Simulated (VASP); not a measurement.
# La2LuN3 (Cmmm) in VASP: further runs

The runs below take La2LuN3 through single point, with PBE.

Program: VASP 6.6.1. These are calculated values, not measurements. Logs are shortened: lines on timing, memory, paths and dates and some standing lists are left out, and cuts for length are marked.

**1. The cell of the first run**

The structure is orthorhombic, space group Cmmm (No. 65). The conventional cell has a = 6.391 Å, b = 9.746 Å, c = 3.181 Å, α = 90.00°, β = 90.00°, γ = 90.00°. La (site symmetry m2m) has 5 N at 2.10 to 2.28 Å and 1 Lu at 2.77 Å within 2.8 Å. Lu (site symmetry mmm) has 2 La at 2.77 Å and 2 Lu at 3.18 Å and 10 N at 3.20 to 3.32 Å within 3.7 Å. Within 2.8 Å of N (site symmetry mmm) lie 2 La at 2.10 Å. N (site symmetry 2/m) has 4 La at 2.28 Å within 3.0 Å.

**2. Single point, PBE**

INCAR

```
PREC     = Accurate       # precision mode
ENCUT    = 520            # plane-wave cutoff, eV
EDIFF    = 1E-6           # SCF threshold, eV
ISMEAR   = 0              # smearing method
SIGMA    = 0.1            # smearing width, eV
LREAL    = F              # projectors in reciprocal space
LASPH    = T              # aspherical terms in the spheres
NELM     = 100            # most SCF steps
ALGO     = Normal         # electronic algorithm
ISIF     = 2              # what is computed and relaxed
LWAVE    = F              # write WAVECAR
LCHARG   = F              # write CHGCAR
GGA      = PE             # functional
NBANDS   = 40             # bands
```

KPOINTS

```
Automatic mesh
0
Gamma
  4 4 6
```

POSCAR

```
La2LuN3
1.0
    3.1956173600     -4.8730716000      0.0000000000
    3.1956173600      4.8730716000      0.0000000000
    0.0000000000      0.0000000000      3.1809073500
La Lu N
2 1 3
Direct
    0.2156325000      0.7843675000      0.0000000000
    0.7843675000      0.2156325000      0.0000000000
    0.5000000000      0.5000000000      0.0000000000
    0.0000000000      0.0000000000      0.0000000000
    0.5000000000      0.0000000000      0.5000000000
    0.0000000000      0.5000000000      0.5000000000
```

Potentials or basis: VASP PAW PBE potentials, release 64 (La, Lu, N).

Started as:

```sh
> cat potpaw_PBE.64/La/POTCAR potpaw_PBE.64/Lu/POTCAR potpaw_PBE.64/N/POTCAR > POTCAR
> mpirun -np 1 vasp_std > vasp.out
```

OUTCAR:

```text
PREC = Accurate
   ENCUT = 520
   EDIFF = 1E-6
   ISMEAR = 0
   LREAL = F
   LASPH = T
   NELM = 100
   ISIF = 2
   GGA = PE

 ion  position               nearest neighbor table
   1  0.216  0.784  0.000-   4 2.10   5 2.28   6 2.28   5 2.28   6 2.28   3 2.77   2 3.27   2 3.27

   2  0.784  0.216  0.000-   4 2.10   5 2.28   6 2.28   5 2.28   6 2.28   3 2.77   1 3.27   1 3.27

   3  0.500  0.500  0.000-   1 2.77   2 2.77
   4  0.000  0.000  0.000-   1 2.10   2 2.10
   5  0.500  0.000  0.500-   1 2.28   2 2.28   1 2.28   2 2.28
   6  0.000  0.500  0.500-   1 2.28   2 2.28   1 2.28   2 2.28

  LATTYP: Found a base centered orthorhombic cell.
 ALAT       =     6.3912347200
 B/A-ratio  =     1.5249233719
 C/A-ratio  =     0.4976984087

  Lattice vectors:

 A1 = (   3.1956173600,  -4.8730716000,   0.0000000000)
 A2 = (   3.1956173600,   4.8730716000,   0.0000000000)
 A3 = (   0.0000000000,   0.0000000000,   3.1809073500)

Analysis of symmetry for initial positions (statically):
=====================================================================
 Subroutine PRICEL returns:
 Original cell was already a primitive cell.

 Routine SETGRP: Setting up the symmetry group for a
 base centered orthorhombic supercell.

 Subroutine GETGRP returns: Found  8 space group operations
 (whereof  8 operations were pure point group operations)
 out of a pool of  8 trial point group operations.

The static configuration has the point symmetry D_2h.

Analysis of symmetry for dynamics (positions and initial velocities):
=====================================================================
 Subroutine PRICEL returns:
 Original cell was already a primitive cell.

 Routine SETGRP: Setting up the symmetry group for a
 base centered orthorhombic supercell.

 Subroutine GETGRP returns: Found  8 space group operations
 (whereof  8 operations were pure point group operations)
 out of a pool of  8 trial point group operations.

The dynamic configuration has the point symmetry D_2h.

 Subroutine INISYM returns: Found  8 space group operations
 (whereof  8 operations are pure point group operations),
 and found     1 'primitive' translations

----------------------------------------------------------------------------------------

                                     Primitive cell

  volume of cell :      99.0692
[... 92 lines left out ...]
   LNONCOLLINEAR =      F non collinear calculations
   LSORBIT =      F    spin-orbit coupling
   LASPH  =      T    aspherical Exc in radial PAW
   ENCUT  =  520.0 eV  38.22 Ry    6.18 a.u.  10.84 10.84  5.91*2*pi/ulx,y,z
   NELM   =    100;   NELMIN=  2; NELMDL= -5     # of ELM steps
   EDIFF  = 0.1E-05   stopping-criterion for ELM
   LREAL  =      F    real-space projection
   EDIFFG = 0.1E-04   stopping-criterion for IOM
   NSW    =      0    number of steps for IOM
   IBRION =     -1    ionic relax: 0-MD 1-quasi-New 2-CG
   NFREE  =      0    steps in history (QN), initial steepest desc. (CG)
   ISIF   =      2    stress and relaxation
   ISYM   =      2    0-nonsym 1-usesym 2-fastsym
   POTIM  = 0.5000    time-step for ionic-motion
   TEBEG  =    0.0;   TEEND  =   0.0 temperature during run
   PSTRESS=    0.0 pullay stress
   NELECT =      62.0000    total number of electrons
   NUPDOWN=      -1.0000    fix difference up-down
   EMIN   =  10.00;   EMAX   =-10.00  energy-range for DOS
   EFERMI =   0.00;   METHOD = LEGACY
   ISMEAR =     0;   SIGMA  =   0.10  broadening in eV -4-tet -1-fermi 0-gaus
   EFERMI_NEDOS =   21; number of points for ismear=-14 and -15
   IALGO  =     38    algorithm
   IMIX   =      4    mixing-type and parameters
     AMIX     =   0.40;   BMIX     =  1.00
     AMIX_MAG =   1.60;   BMIX_MAG =  1.00
  volume/ion in A,a.u.               =      16.51       111.43
  Fermi-wavevector in a.u.,A,eV,Ry     =   1.400315  2.646212 26.679436  1.960883
  Thomas-Fermi vector in A             =   2.523288
   LORBIT       =      0    0 simple, 1 ext, 2 COOP (PROOUT), +10 PAW based schemes
   GGA     = PE    functional components
   LHFCALC =     F    Hartree Fock is set to
   AEXX    =    0.0000 exact exchange contribution
   IVDW    =     0    specifies the selected vdW correction
   LEPSILON=     F    determine dielectric tensor
   LRPA    =     F    only Hartree local field effects (RPA)
 non-spin polarized calculation
 Gauss-broadening in eV      SIGMA  =   0.10
  energy-cutoff  :      520.00
  volume of cell :       99.07
 maximum number of plane-waves:      2686
 NGX is ok and might be reduce to    48
   NGX = 21   NGY = 21   NGZ = 11

 number of electron      61.9999986 magnetization

 Free energy of the ion-electron system (eV)
  ---------------------------------------------------
  ext. energy  EPLUGINS =         0.00000000
  ---------------------------------------------------
  free energy    TOTEN  =       -35.74702177 eV

  energy without entropy =      -35.72413525  energy(sigma->0) =      -35.73557851

 E-fermi :   7.2591     XC(G=0): -11.0881

 val. band max:        7.2278531878   @ k =   0.2500   0.2500   0.0000
 cond. band min:       7.2946277276   @ k =  -0.2500   0.2500   0.3333
 fundamental gap:      0.0667745398
 Fermi energy:         7.2590830723

 k-point     1 :       0.0000    0.0000    0.0000
  band No.  band energies     occupation
      1     -50.1032      2.00000
      2     -23.6894      2.00000
      3     -23.3289      2.00000
      4     -20.9937      2.00000
      5     -20.7753      2.00000
      6     -20.2916      2.00000
[... 1021 lines left out ...]
     39      11.4143      0.00000
     40      11.9882      0.00000

 [... further k-points ...]
[... 5 lines left out ...]
  --------------------------------------------------------------------------------------
  -------------------------------------------------------------------------------------
  Total       17.6300495     19.3505135     23.6557244      0.0000000      0.0000000      0.0000000
  in kB      285.1185900    312.9424641    382.5676605      0.0000000      0.0000000      0.0000000
  external PRESSURE =     326.8762382 kB  Pullay stress =       0.0000000 kB

 VOLUME and BASIS-vectors are now :
 -----------------------------------------------------------------------------
  energy-cutoff  :      520.00
  volume of cell :       99.07
      direct lattice vectors                 reciprocal lattice vectors
     3.195617360 -4.873071600  0.000000000     0.156464290 -0.102604690  0.000000000
     3.195617360  4.873071600  0.000000000     0.156464290  0.102604690  0.000000000
     0.000000000  0.000000000  3.180907350     0.000000000  0.000000000  0.314375708

 POSITION                                       TOTAL-FORCE (eV/Angst)
 -----------------------------------------------------------------------------------
      3.19562      2.77149      0.00000         0.000000      3.489116      0.000000
      3.19562     -2.77149      0.00000         0.000000     -3.489116      0.000000
      3.19562      0.00000      0.00000         0.000000      0.000000      0.000000
      0.00000      0.00000      0.00000         0.000000      0.000000      0.000000
      1.59781     -2.43654      1.59045         0.000000      0.000000      0.000000
      1.59781      2.43654      1.59045        -0.000000      0.000000      0.000000
 -----------------------------------------------------------------------------------
    total drift:                               -0.000000     -0.000000     -0.000000

  FREE ENERGIE OF THE ION-ELECTRON SYSTEM (eV)
  ---------------------------------------------------
  free  energy   TOTEN  =       -35.7470217698 eV

  energy  without entropy=      -35.7241352523  energy(sigma->0) =      -35.73557851
```

OSZICAR:

```text
N       E                     dE             d eps       ncg     rms          rms(c)
DAV:   1     0.637197774943E+03    0.63720E+03   -0.22701E+04  2904   0.372E+03
DAV:   2     0.115641443799E+03   -0.52156E+03   -0.48170E+03  2824   0.501E+02
DAV:   3    -0.221467273255E+02   -0.13779E+03   -0.13250E+03  3456   0.241E+02
[... 12 lines left out ...]
DAV:  16    -0.357470068969E+02   -0.12783E-04   -0.82826E-05  4320   0.530E-02    0.242E-02
DAV:  17    -0.357470192408E+02   -0.12344E-04   -0.11346E-04  4144   0.556E-02    0.153E-02
DAV:  18    -0.357470207455E+02   -0.15048E-05   -0.27733E-05  4288   0.348E-02    0.164E-02
DAV:  19    -0.357470217069E+02   -0.96142E-06   -0.11615E-05  3296   0.184E-02    0.990E-03
DAV:  20    -0.357470216709E+02    0.36072E-07   -0.16621E-05  4072   0.195E-02    0.284E-03
DAV:  21    -0.357470217698E+02   -0.98915E-07   -0.19690E-06  2608   0.880E-03
   1 F= -.35747022E+02 E0= -.35735579E+02  d E =-.228865E-01
```

stdout:

```text
POSCAR found type information on POSCAR LaLuN
 POSCAR found :  3 types and       6 ions
 scaLAPACK will be used
 LDA part: xc-table for (Slater+PW92), standard interpolation
 POSCAR, INCAR and KPOINTS ok, starting setup
 FFT: planning ... GRIDC
 FFT: planning ... GRID_SOFT
 FFT: planning ... GRID
 WAVECAR not read
 entering main loop
```

It took 2.4 min on 1 thread of AMD EPYC 9R14 (Zen 4), shared host; peak memory 0.27 GiB.

Results:

| Item | Value |
| --- | --- |
| Free energy | -35.7470 eV |
| Pressure | 32.7 GPa |
| Largest force | 3.489 eV/Å |
| Band gap on the k mesh | zero (band 31 reaches 8.03 eV, above the bottom of band 32 at 6.90 eV) |

Forces on the atoms (eV/Å):
```
La   0.000  3.489  0.000
La   0.000 -3.489  0.000
Lu   0.000  0.000  0.000
N    0.000  0.000  0.000
N    0.000  0.000  0.000
N    0.000  0.000  0.000
```

Levels at points of the mesh, in eV from the Fermi level:
```
           k point  band 28  band 29  band 30  band 31  band 32  band 33  band 34  band 35
(0.00, 0.00, 0.00)    -1.05    -1.02    -0.44    -0.20     0.08     0.31     1.10     1.22
(0.50, 0.00, 0.00)    -2.19    -1.75    -1.60    -0.87    -0.05     1.77     2.28     2.32
(0.50, 0.50, 0.00)    -1.38    -0.77    -0.67    -0.27    -0.09     0.37     1.57     2.06
(0.00, 0.00, 0.50)    -1.96    -1.01     0.45     0.77     1.22     1.54     1.82     1.85
(0.50, 0.00, 0.50)    -1.52    -1.29    -1.03    -0.99     0.36     1.13     1.85     2.68
(0.50, 0.50, 0.50)    -1.29    -0.92    -0.78    -0.38     0.63     0.98     1.04     1.28
```

Caveat: spin-orbit coupling is left out, which moves the levels of the heavy elements; forces of over 1 eV/Å act on the atoms, so gaps and moduli don't describe the material at rest.

**3. Single point, PBE**

This run uses another cell than the first one, of 21.10 Å³/atom, 1.278 times its volume.

INCAR

```
SYSTEM = La2LuN3
ALGO     = Normal         ! electronic algorithm
EDIFF    = 1E-7           ! SCF threshold, eV
ENCUT    = 520            ! plane-wave cutoff, eV
GGA      = PE             ! functional
ISIF     = 2              ! what is computed and relaxed
ISMEAR   = 0              ! smearing method
LASPH    = .True.         ! aspherical terms in the spheres
LCHARG   = .False.        ! write CHGCAR
LREAL    = .False.        ! projectors in reciprocal space
LWAVE    = .False.        ! write WAVECAR
NBANDS   = 40             ! bands
NELM     = 80             ! most SCF steps
PREC     = Accurate       ! precision mode
SIGMA    = 0.1            ! smearing width, eV
```

KPOINTS

```
k-points
0
Gamma
  4 4 6
  0 0 0
```

POSCAR

```
La2LuN3
1.0
    2.2595617821     -7.8781063135      0.0000000000
    2.2595617821      7.8781063135      0.0000000000
    0.0000000000      0.0000000000      3.5566300341
La Lu N
2 1 3
Direct
    0.1663617510      0.8336382490      0.0000000000
    0.8336382490      0.1663617510      0.0000000000
    0.5000000000      0.5000000000      0.0000000000
    0.0000000000      0.0000000000      0.0000000000
    0.5000000000      0.0000000000      0.5000000000
    0.0000000000      0.5000000000      0.5000000000
```

Potentials or basis: VASP PAW PBE potentials, release 64 (La, Lu, N).

Started as:

```sh
> cat potpaw_PBE.64/La/POTCAR potpaw_PBE.64/Lu/POTCAR potpaw_PBE.64/N/POTCAR > POTCAR
> mpirun -np 1 vasp_std > vasp.out
```

OUTCAR:

```text
SYSTEM = La2LuN3
   EDIFF = 1E-7
   ENCUT = 520
   GGA = PE
   ISIF = 2
   ISMEAR = 0
   LASPH = .True.
   LREAL = .False.
   NELM = 80
   PREC = Accurate

 ion  position               nearest neighbor table
   1  0.166  0.834  0.000-   5 2.49   6 2.49   5 2.49   6 2.49   4 2.62   3 3.46   3 3.46   2 3.47
                             2 3.47
   2  0.834  0.166  0.000-   5 2.49   6 2.49   5 2.49   6 2.49   4 2.62   3 3.46   3 3.46   1 3.47
                             1 3.47
   3  0.500  0.500  0.000-   4 2.26   4 2.26   1 3.46   1 3.46   2 3.46   2 3.46
   4  0.000  0.000  0.000-   3 2.26   3 2.26   1 2.62   2 2.62
   5  0.500  0.000  0.500-   1 2.49   2 2.49   1 2.49   2 2.49
[... 1243 lines left out ...]
  Total        0.1850334      0.1367252     -0.0943713      0.0000000      0.0000000      0.0000000
  in kB        2.3412406      1.7299929     -1.1940868      0.0000000      0.0000000      0.0000000
  external PRESSURE =       0.9590489 kB  Pullay stress =       0.0000000 kB

 VOLUME and BASIS-vectors are now :
 -----------------------------------------------------------------------------
  energy-cutoff  :      520.00
  volume of cell :      126.62
      direct lattice vectors                 reciprocal lattice vectors
     2.259561782 -7.878106314  0.000000000     0.221281845 -0.063467029  0.000000000
     2.259561782  7.878106314  0.000000000     0.221281845  0.063467029  0.000000000
     0.000000000  0.000000000  3.556630034     0.000000000  0.000000000  0.281165033

 POSITION                                       TOTAL-FORCE (eV/Angst)
 -----------------------------------------------------------------------------------
      2.25956      5.25688      0.00000        -0.000000     -0.037225     -0.000000
      2.25956     -5.25688      0.00000        -0.000000      0.037225      0.000000
      2.25956      0.00000      0.00000         0.000000      0.000000      0.000000
      0.00000      0.00000      0.00000        -0.000000      0.000000      0.000000
      1.12978     -3.93905      1.77832        -0.000000      0.000000      0.000000
      1.12978      3.93905      1.77832        -0.000000      0.000000      0.000000
 -----------------------------------------------------------------------------------
    total drift:                                0.000000     -0.000000     -0.000000

  FREE ENERGIE OF THE ION-ELECTRON SYSTEM (eV)
  ---------------------------------------------------
  free  energy   TOTEN  =       -41.4023183417 eV

  energy  without entropy=      -41.3922598795  energy(sigma->0) =      -41.39728911
```

OSZICAR:

```text
N       E                     dE             d eps       ncg     rms          rms(c)
DAV:   1     0.642720319018E+03    0.64272E+03   -0.22929E+04  2840   0.363E+03
DAV:   2     0.124321699887E+03   -0.51840E+03   -0.47844E+03  2872   0.497E+02
DAV:   3    -0.237020239114E+02   -0.14802E+03   -0.14204E+03  3424   0.235E+02
DAV:   4    -0.488063073803E+02   -0.25104E+02   -0.24375E+02  3984   0.802E+01
DAV:   5    -0.520684515646E+02   -0.32621E+01   -0.30489E+01  4192   0.287E+01    0.194E+01
DAV:   6    -0.436533058222E+02    0.84151E+01   -0.14254E+02  4312   0.821E+01    0.135E+01
DAV:   7    -0.415257311215E+02    0.21276E+01   -0.32525E+01  4120   0.314E+01    0.538E+00
DAV:   8    -0.414767254066E+02    0.49006E-01   -0.23636E+00  3952   0.101E+01    0.296E+00
DAV:   9    -0.413991521892E+02    0.77573E-01   -0.43299E-01  3984   0.480E+00    0.107E+00
DAV:  10    -0.414015414997E+02   -0.23893E-02   -0.81495E-02  4296   0.199E+00    0.493E-01
DAV:  11    -0.414020933803E+02   -0.55188E-03   -0.18087E-02  3880   0.788E-01    0.186E-01
DAV:  12    -0.414024003393E+02   -0.30696E-03   -0.40331E-03  3856   0.374E-01    0.821E-02
DAV:  13    -0.414022999926E+02    0.10035E-03   -0.11437E-03  3920   0.196E-01    0.303E-02
DAV:  14    -0.414023115925E+02   -0.11600E-04   -0.17414E-04  3792   0.826E-02    0.156E-02
DAV:  15    -0.414023177881E+02   -0.61956E-05   -0.25775E-05  4096   0.377E-02    0.571E-03
DAV:  16    -0.414023186385E+02   -0.85049E-06   -0.42862E-06  4184   0.148E-02    0.299E-03
DAV:  17    -0.414023183756E+02    0.26290E-06   -0.13903E-06  3896   0.787E-03    0.162E-03
DAV:  18    -0.414023183417E+02    0.33971E-07   -0.27547E-07  2392   0.362E-03
   1 F= -.41402318E+02 E0= -.41397289E+02  d E =-.100585E-01
```

Run time: 4.1 min. Hardware: 1 thread of AMD EPYC 9R14 (Zen 4), shared host; peak memory 0.4 GiB.

Results:

| Item | Value |
| --- | --- |
| Free energy | -41.4023 eV |
| Pressure | 0.1 GPa |
| Largest force | 0.037 eV/Å |
| Band gap on the k mesh | zero (band 31 reaches 5.78 eV, above the bottom of band 32 at 4.74 eV) |

Forces on the atoms (eV/Å):
```
La   0.000 -0.037  0.000
La   0.000  0.037  0.000
Lu   0.000  0.000  0.000
N    0.000  0.000  0.000
N    0.000  0.000  0.000
N    0.000  0.000  0.000
```

Stress tensor (GPa, compression positive):
```
 0.23  0.00  0.00
 0.00  0.17  0.00
 0.00  0.00 -0.12
```

Levels at points of the mesh, in eV from the Fermi level:
```tsv
k point	band 27	band 28	band 29	band 30	band 31	band 32	band 33	band 34	band 35	band 36
(0.00, 0.00, 0.00)	-1.87	-1.55	-1.05	-0.48	-0.24	-0.04	0.72	1.29	1.70	2.31
(0.50, 0.00, 0.00)	-2.34	-2.30	-1.60	-1.31	-0.82	-0.75	0.95	1.03	2.20	2.36
(0.50, 0.50, 0.00)	-1.87	-1.70	-0.98	-0.68	-0.15	-0.03	0.47	1.19	1.28	2.37
(0.00, 0.00, 0.50)	-2.11	-1.70	-1.45	-0.58	0.28	0.33	0.59	1.57	1.99	2.26
(0.50, 0.00, 0.50)	-2.12	-1.96	-1.19	-0.88	-0.85	0.54	0.79	1.34	2.65	2.87
(0.50, 0.50, 0.50)	-2.09	-1.49	-0.73	-0.47	-0.36	-0.11	1.34	1.56	1.85	2.04
```

Caveat: the k points lie up to 0.36 Å⁻¹ apart; spin-orbit coupling is left out, which moves the levels of the heavy elements.
